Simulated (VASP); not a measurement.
# FeCuC4N4 (P-43m) in VASP: notebook

FeCuC4N4 is run at these levels: PBE; tasks: single point.

Everything below comes from runs of VASP 6.6.1. Logs are shortened: lines on timing, memory, paths and dates and some standing lists are left out, and cuts for length are marked.

### 1 The cell of the first run

Symmetry: P-43m, No. 215, cubic system. The conventional cell has a = 5.800 Å, b = 5.800 Å, c = 5.800 Å, α = 90.00°, β = 90.00°, γ = 90.00°. Within 2.5 Å of Fe (site symmetry -43m) lie 4 N at 1.92 Å. Within 2.6 Å of Cu (site symmetry -43m) lie 4 C at 1.93 Å. Within 1.6 Å of C (site symmetry 3m) lie 1 N at 1.18 Å. N (site symmetry 3m) has 1 C at 1.18 Å within 1.6 Å.

### 2 Single point, PBE, collinear spin, ferrimagnetic start

Input file INCAR:

```
PREC     = Accurate       # precision mode
ENCUT    = 520            # plane-wave cutoff, eV
EDIFF    = 1E-6           # SCF threshold, eV
ISMEAR   = 0              # smearing method
SIGMA    = 0.1            # smearing width, eV
LREAL    = False          # projectors in reciprocal space
LASPH    = True           # aspherical terms in the spheres
NELM     = 150            # most SCF steps
ALGO     = Normal         # electronic algorithm
ISIF     = 2              # what is computed and relaxed
LWAVE    = False          # write WAVECAR
LCHARG   = False          # write CHGCAR
ISPIN    = 2              # spin polarisation
MAGMOM   = -4 1 0 0 0 0 0 0 0 0 # initial moments
LORBIT   = 11             # projections on sites
LMAXMIX  = 4              # l up to which the mixer works
GGA      = PE             # functional
NBANDS   = 42             # bands
```

Input file KPOINTS:

```
Automatic mesh
0
Gamma
  4 4 4
```

Input file POSCAR:

```
FeCuC4N4
1.0
    5.8004062022      0.0000000000      0.0000000000
    0.0000000000      5.8004062022      0.0000000000
    0.0000000000      0.0000000000      5.8004062022
Fe Cu C N
1 1 4 4
Direct
    0.5000000000      0.5000000000      0.5000000000
    0.0000000000      0.0000000000      0.0000000000
    0.1916167918      0.1916167918      0.1916167918
    0.1916167918      0.8083832082      0.8083832082
    0.8083832082      0.1916167918      0.8083832082
    0.8083832082      0.8083832082      0.1916167918
    0.3088105158      0.3088105158      0.3088105158
    0.3088105158      0.6911894842      0.6911894842
    0.6911894842      0.3088105158      0.6911894842
    0.6911894842      0.6911894842      0.3088105158
```

Potentials or basis: VASP PAW PBE potentials, release 64 (Fe, Cu, C, N).

Command:

```
cat potpaw_PBE.64/Fe/POTCAR potpaw_PBE.64/Cu/POTCAR potpaw_PBE.64/C/POTCAR potpaw_PBE.64/N/POTCAR > POTCAR
mpirun -np 1 vasp_std > vasp.out
```

OUTCAR:

```text
PREC = Accurate
   ENCUT = 520
   EDIFF = 1E-6
   ISMEAR = 0
   LREAL = False
   LASPH = True
   NELM = 150
   ISIF = 2
   ISPIN = 2
   LORBIT = 11
   GGA = PE

 ion  position               nearest neighbor table
   1  0.500  0.500  0.500-   7 1.92   8 1.92   9 1.92  10 1.92
   2  0.000  0.000  0.000-   3 1.93   4 1.93   5 1.93   6 1.93
   3  0.192  0.192  0.192-   7 1.18   2 1.93
   4  0.192  0.808  0.808-   8 1.18   2 1.93
   5  0.808  0.192  0.808-   9 1.18   2 1.93
   6  0.808  0.808  0.192-  10 1.18   2 1.93
   7  0.309  0.309  0.309-   3 1.18   1 1.92
   8  0.309  0.691  0.691-   4 1.18   1 1.92
   9  0.691  0.309  0.691-   5 1.18   1 1.92
  10  0.691  0.691  0.309-   6 1.18   1 1.92

  LATTYP: Found a simple cubic cell.
 ALAT       =     5.8004062022

  Lattice vectors:

 A1 = (   5.8004062022,   0.0000000000,   0.0000000000)
 A2 = (   0.0000000000,   5.8004062022,   0.0000000000)
 A3 = (   0.0000000000,   0.0000000000,   5.8004062022)

Analysis of symmetry for initial positions (statically):
=====================================================================
 Subroutine PRICEL returns:
 Original cell was already a primitive cell.

 Routine SETGRP: Setting up the symmetry group for a
 simple cubic supercell.

 Subroutine GETGRP returns: Found 24 space group operations
 (whereof 24 operations were pure point group operations)
 out of a pool of 48 trial point group operations.

The static configuration has the point symmetry T_d .

Analysis of symmetry for dynamics (positions and initial velocities):
=====================================================================
 Subroutine PRICEL returns:
 Original cell was already a primitive cell.

 Routine SETGRP: Setting up the symmetry group for a
 simple cubic supercell.

 Subroutine GETGRP returns: Found 24 space group operations
 (whereof 24 operations were pure point group operations)
 out of a pool of 48 trial point group operations.

The dynamic configuration has the point symmetry T_d .

Analysis of structural, dynamic, and magnetic symmetry:
=====================================================================
 Subroutine PRICEL returns:
 Original cell was already a primitive cell.
[... 152 lines left out ...]
  ext. energy  EPLUGINS =         0.00000000
  ---------------------------------------------------
  free energy    TOTEN  =       -77.66562602 eV

  energy without entropy =      -77.66562200  energy(sigma->0) =      -77.66562401

 E-fermi :  -1.6408     XC(G=0):  -7.3101

 val. band max:       -1.9349796212   @ k =   0.5000   0.2500   0.0000
 cond. band min:      -1.3595983632   @ k =   0.5000   0.0000   0.0000
 fundamental gap:      0.5753812580
 Fermi energy:        -1.6407738994

 spin component 1

 k-point     1 :       0.0000    0.0000    0.0000
  band No.  band energies     occupation
      1     -18.7102      1.00000
      2     -18.5607      1.00000
      3     -18.5607      1.00000
      4     -18.5607      1.00000
      5      -9.3607      1.00000
      6      -8.2665      1.00000
[... 409 lines left out ...]
     38       4.4886      0.00000
     39       6.7205      0.00000
 Fermi energy:        -1.6407738994

 spin component 2

 k-point     1 :       0.0000    0.0000    0.0000
  band No.  band energies     occupation
      1     -18.8859      1.00000
      2     -18.7365      1.00000
      3     -18.7365      1.00000
      4     -18.7365      1.00000
      5      -9.6532      1.00000
      6      -8.8891      1.00000
[... 409 lines left out ...]
     38       4.3162      0.00000
     39       6.5564      0.00000
 [bands above 39 left out]

------------------------ aborting loop because EDIFF is reached ----------------------------------------

  FORCE on cell =-STRESS in cart. coord.  units (eV):
  Direction    XX          YY          ZZ          XY          YZ          ZX
  --------------------------------------------------------------------------------------
  -------------------------------------------------------------------------------------
  Total        0.5340416      0.5340416      0.5340416      0.0000000      0.0000000     -0.0000000
  in kB        4.3844030      4.3844030      4.3844030      0.0000000      0.0000000     -0.0000000
  external PRESSURE =       4.3844030 kB  Pullay stress =       0.0000000 kB

 VOLUME and BASIS-vectors are now :
 -----------------------------------------------------------------------------
  energy-cutoff  :      520.00
  volume of cell :      195.15
      direct lattice vectors                 reciprocal lattice vectors
     5.800406202  0.000000000  0.000000000     0.172401719  0.000000000  0.000000000
     0.000000000  5.800406202  0.000000000     0.000000000  0.172401719  0.000000000
     0.000000000  0.000000000  5.800406202     0.000000000  0.000000000  0.172401719

 POSITION                                       TOTAL-FORCE (eV/Angst)
 -----------------------------------------------------------------------------------
      2.90020      2.90020      2.90020        -0.000000     -0.000000     -0.000000
      0.00000      0.00000      0.00000        -0.000000     -0.000000      0.000000
      1.11146      1.11146      1.11146        -0.157338     -0.157338     -0.157338
      1.11146      4.68895      4.68895        -0.157338      0.157338      0.157338
      4.68895      1.11146      4.68895         0.157338     -0.157338      0.157338
      4.68895      4.68895      1.11146         0.157338      0.157338     -0.157338
      1.79123      1.79123      1.79123         0.181071      0.181071      0.181071
      1.79123      4.00918      4.00918         0.181071     -0.181071     -0.181071
      4.00918      1.79123      4.00918        -0.181071      0.181071     -0.181071
      4.00918      4.00918      1.79123        -0.181071     -0.181071      0.181071
 -----------------------------------------------------------------------------------
    total drift:                                0.000000      0.000000      0.000000

  FREE ENERGIE OF THE ION-ELECTRON SYSTEM (eV)
  ---------------------------------------------------
  free  energy   TOTEN  =       -77.6656260183 eV

  energy  without entropy=      -77.6656219995  energy(sigma->0) =      -77.66562401

 total charge

# of ion       s       p       d       tot
------------------------------------------
    1        0.417   0.606   5.905   6.928
    2        0.463   0.673   9.039  10.175
    3        0.969   1.569   0.000   2.538
    4        0.969   1.569   0.000   2.538
    5        0.969   1.569   0.000   2.538
    6        0.969   1.569   0.000   2.538
    7        1.298   2.618   0.000   3.915
    8        1.298   2.618   0.000   3.915
    9        1.298   2.618   0.000   3.915
   10        1.298   2.618   0.000   3.915
--------------------------------------------------
tot          9.945  18.028  14.944  42.917

 magnetization (x)

# of ion       s       p       d       tot
------------------------------------------
    1       -0.016  -0.095  -3.672  -3.782
    2        0.001  -0.012  -0.251  -0.263
    3       -0.010  -0.070   0.000  -0.080
    4       -0.010  -0.070   0.000  -0.080
    5       -0.010  -0.070   0.000  -0.080
    6       -0.010  -0.070   0.000  -0.080
    7       -0.011  -0.050   0.000  -0.061
    8       -0.011  -0.050   0.000  -0.061
    9       -0.011  -0.050   0.000  -0.061
   10       -0.011  -0.050   0.000  -0.061
--------------------------------------------------
tot         -0.101  -0.588  -3.923  -4.612
```

stdout:

```text
POSCAR found type information on POSCAR FeCuC N
 POSCAR found :  4 types and      10 ions
 scaLAPACK will be used
 LDA part: xc-table for (Slater+PW92), standard interpolation
 POSCAR, INCAR and KPOINTS ok, starting setup
 FFT: planning ... GRIDC
 FFT: planning ... GRID_SOFT
 FFT: planning ... GRID
 WAVECAR not read
 entering main loop
```

It took 8.4 min on 1 thread of Oxide Virtual Turin-like, shared host; peak memory 0.43 GiB.

What came out:

```
Free energy                                           : -77.6656 eV
Pressure                                              : 0.4 GPa
Largest force                                         : 0.314 eV/Å
Band gap on the k mesh                                : 0.58 eV (least direct gap 0.59 eV)
Net moment                                            : -5.00 μB per cell
Site moments                                          : Fe -3.78; Cu -0.26; C -0.08; N -0.06 μB
Valence electrons inside the program's atomic spheres : Fe 6.93; Cu 10.18; C 2.54; N 3.92
```

Forces in eV/Å, atoms in the order of the input:
```
Fe   0.000  0.000  0.000
Cu   0.000  0.000  0.000
C   -0.157 -0.157 -0.157
C   -0.157  0.157  0.157
C    0.157 -0.157  0.157
C    0.157  0.157 -0.157
N    0.181  0.181  0.181
N    0.181 -0.181 -0.181
N   -0.181  0.181 -0.181
N   -0.181 -0.181  0.181
```

### 3 Single point, PBE, collinear spin, ferrimagnetic start

This run uses another cell than the first one, of 20.63 Å³/atom.

Input file INCAR:

```
  ALGO = Normal
  EDIFF = 1E-7
  ENCUT = 520
  GGA = PE
  ISIF = 2
  ISMEAR = 0
  ISPIN = 2
  LASPH = T
  LCHARG = T
  LELF = T
  LMAXMIX = 4
  LORBIT = 11
  LREAL = F
  LVHAR = T
  LWAVE = F
  MAGMOM = -4 1 0 0 0 0 0 0 0 0
  NBANDS = 42
  NELM = 150
  PREC = Accurate
  SIGMA = 0.1
```

Input file KPOINTS:

```
k-points
0
Gamma
  4 4 4
```

Input file POSCAR:

```
FeCuC4N4
1.0
    5.9086026500      0.0000000000      0.0000000000
    0.0000000000      5.9086026500      0.0000000000
    0.0000000000      0.0000000000      5.9086026500
Fe Cu C N
1 1 4 4
Direct
    0.5000000000      0.5000000000      0.5000000000
    0.0000000000      0.0000000000      0.0000000000
    0.1873167900      0.1873167900      0.1873167900
    0.1873167900      0.8126832100      0.8126832100
    0.8126832100      0.1873167900      0.8126832100
    0.8126832100      0.8126832100      0.1873167900
    0.3016415900      0.3016415900      0.3016415900
    0.3016415900      0.6983584100      0.6983584100
    0.6983584100      0.3016415900      0.6983584100
    0.6983584100      0.6983584100      0.3016415900
```

Potentials or basis: VASP PAW PBE potentials, release 64 (Fe, Cu, C, N).

Command:

```
cat potpaw_PBE.64/Fe/POTCAR potpaw_PBE.64/Cu/POTCAR potpaw_PBE.64/C/POTCAR potpaw_PBE.64/N/POTCAR > POTCAR
mpirun -np 1 vasp_std > vasp.out
```

Wall time 9.3 min (1 thread of Oxide Virtual Turin-like, shared host); peak memory 0.44 GiB.

Results (log left out):

```
Free energy                                           : -77.3646 eV
Pressure                                              : -1.1 GPa
Largest force                                         : 2.090 eV/Å
Band gap on the k mesh                                : 0.42 eV (least direct gap 0.46 eV)
Net moment                                            : -5.00 μB per cell
Site moments                                          : Fe -3.84; Cu -0.30; C -0.06; N -0.07 μB
Valence electrons inside the program's atomic spheres : Fe 6.61; Cu 10.19; C 2.56; N 3.90
```

Forces on the atoms (eV/Å):
```
Fe   0.000  0.000  0.000
Cu   0.000  0.000  0.000
C   -0.427 -0.427 -0.427
C   -0.427  0.427  0.427
C    0.427 -0.427  0.427
C    0.427  0.427 -0.427
N    1.207  1.207  1.207
N    1.207 -1.207 -1.207
N   -1.207  1.207 -1.207
N   -1.207 -1.207  1.207
```

Levels at points of the mesh, in eV from the valence-band top:
Spin up:
```
           k point  band 21  band 22  band 23  band 24  band 25  band 26  band 27  band 28  band 29  band 30
(0.00, 0.00, 0.00)    -1.45    -1.45    -0.04    -0.04    -0.04     0.43     0.43     1.10     1.10     1.10
(0.50, 0.00, 0.00)    -1.38    -1.23    -0.29    -0.07    -0.07     0.42     0.63     1.20     1.34     1.34
(0.50, 0.50, 0.00)    -1.35    -1.19    -0.25    -0.03    -0.03     0.43     0.61     1.19     1.33     1.33
(0.50, 0.50, 0.50)    -1.42    -1.42     0.00     0.00     0.00     0.47     0.47     1.15     1.15     1.15
```
Spin down:
```tsv
k point	band 26	band 27	band 28	band 29	band 30	band 31	band 32	band 33	band 34	band 35
(0.00, 0.00, 0.00)	-1.40	-1.40	-0.32	-0.32	-0.32	4.85	4.85	4.85	5.50	5.50
(0.50, 0.00, 0.00)	-1.43	-1.29	-0.23	-0.05	-0.05	4.93	4.93	5.20	5.24	5.69
(0.50, 0.50, 0.00)	-1.38	-1.30	-0.25	-0.05	-0.05	5.17	5.19	5.31	5.31	5.83
(0.50, 0.50, 0.50)	-1.29	-1.29	-0.28	-0.28	-0.28	5.27	5.27	5.27	5.57	5.57
```

Caveat: forces of over 1 eV/Å act on the atoms, so gaps and moduli don't describe the material at rest.
